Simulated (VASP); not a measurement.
Wanted: the native input for a VASP 6.6.1 run.

```yaml
Task: single point
Functional: PBE
Potentials_or_basis: VASP PAW PBE potentials, release 64 (B, Ru_pv)
Cutoff: 520 eV
k_mesh: 12 × 12 × 4
Occupations: gaussian, width 0.1 eV
Spin: no spin polarisation
Dipole_correction: no
Further_INCAR_settings: ALGO = Fast; EDIFF = 1e-07; NBANDS = 50
```

The structure of B3Ru5 lies in POSCAR:

```
B3Ru5
1.0
    2.8922045216      0.0000000000      0.0000000000
   -1.4461022608      2.5047225887      0.0000000000
    0.0000000000      0.0000000000     13.0213851112
B Ru
3 5
Direct
    0.3333333333      0.6666666667      0.7263742045
    0.3333333333      0.6666666667      0.5000000000
    0.3333333333      0.6666666667      0.2736257955
    0.0000000000      0.0000000000      0.8333065040
    0.0000000000      0.0000000000      0.3883998639
    0.0000000000      0.0000000000      0.6116001361
    0.0000000000      0.0000000000      0.1666934960
    0.3333333333      0.6666666667      0.0000000000
```

The input as run:

INCAR

```
  ALGO = Fast
  EDIFF = 1E-7
  ENCUT = 520
  GGA = PE
  ISIF = 2
  ISMEAR = 0
  LASPH = True
  LCHARG = True
  LELF = True
  LREAL = False
  LVHAR = True
  LWAVE = False
  NBANDS = 50
  NELM = 60
  PREC = Accurate
  SIGMA = 0.1
```

KPOINTS

```
k-points
0
Gamma
  12 12 4
```

Potentials or basis: VASP PAW PBE potentials, release 64 (B, Ru_pv).

Launch:

```sh
$ cat potpaw_PBE.64/B/POTCAR potpaw_PBE.64/Ru_pv/POTCAR > POTCAR
$ mpirun -np 1 vasp_std > vasp.out
```

Results of the run:

```yaml
Pressure: -15.3 GPa
Largest_force: 0.009 eV/Å
Band_gap_on_the_k_mesh: zero (an odd number of electrons rules out a gap without spin polarisation)
```

Caveat: the cell stands under tension.

Wall time 4.2 min on 1 thread of Intel(R) Xeon(R) Platinum 8488C (Sapphire Rapids) (shared host), peak memory 0.36 GiB.
